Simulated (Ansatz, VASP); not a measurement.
# AlBN: VASP beside Ansatz

```xyz
3
Lattice="2.6456 0.0000 0.0000 0.0000 2.6456 0.0000 0.0000 0.0000 5.4026" Properties=species:S:1:pos:R:3 pbc="T T T"
Al    1.3228    1.3228    0.0000
B     1.3228    1.3228    2.7013
N     0.0000    0.0000    0.0000
```

Alike in both runs: task single point; functional PBE-based screened hybrid; k mesh 5 × 5 × 3; occupations fermi-dirac, width 0.05 eV; no spin polarisation.

|  | VASP | Ansatz |
| --- | --- | --- |
| version | VASP 6.6.1 | Ansatz 0.2.0 |
| potentials or method | VASP PAW PBE potentials, release 64 (Al, B, N) | Ansatz PAW |
| plane-wave cutoff (eV) | 520 | 420 |
| valence electrons in the cell | 11 | 11 |

|  | VASP | Ansatz | Ansatz less VASP |
| --- | --- | --- | --- |
| gap on the k mesh at the Fermi level (eV) | none | none | - |
| pressure (GPa) | -5.7 | -5.5 | +0.13 |
| traceless stress, the component that is largest in VASP (GPa) | 12.20 | 12.16 | -0.040 |

VASP's potentials were made for PBE, not for PBE-based screened hybrid. A gap of «none» marks a metal or a gap that the smearing closes. With one functional, cell and mesh, what is left measures potentials, basis and numerics.

The k mesh is coarse, so the values compare programs but aren't converged.
